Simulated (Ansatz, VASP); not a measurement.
Ca: VASP beside Ansatz

```xyz
2
Lattice="4.0880 0.0000 0.0000 -2.0440 3.5403 0.0000 0.0000 0.0000 6.7236" Properties=species:S:1:pos:R:3 pbc="T T T"
Ca    0.0000    2.3602    1.6809
Ca    2.0440    1.1801    5.0427
```

Alike in both runs: task single point; functional r2SCAN; k mesh 10 × 10 × 6; occupations fermi-dirac, width 0.1 eV; no spin polarisation.

```csv
,VASP,Ansatz
version,VASP 6.6.1,Ansatz 0.2.0
potentials or method,"VASP PAW PBE potentials, release 64 (Ca_sv), cutoff 520 eV","plane waves (500 eV) with PAW, scalar-relativistic"
valence electrons in the cell,20,20
```

VASP gave:

* pressure (GPa): -1.6
* traceless stress, the component that is largest in VASP (GPa): -0.10

Problem. What did Ansatz give for the same quantities?

Solution. Pressure (GPa): -1.7; traceless stress, the component that is largest in VASP (GPa): -0.10.

VASP's potentials were made for PBE, not for r2SCAN.
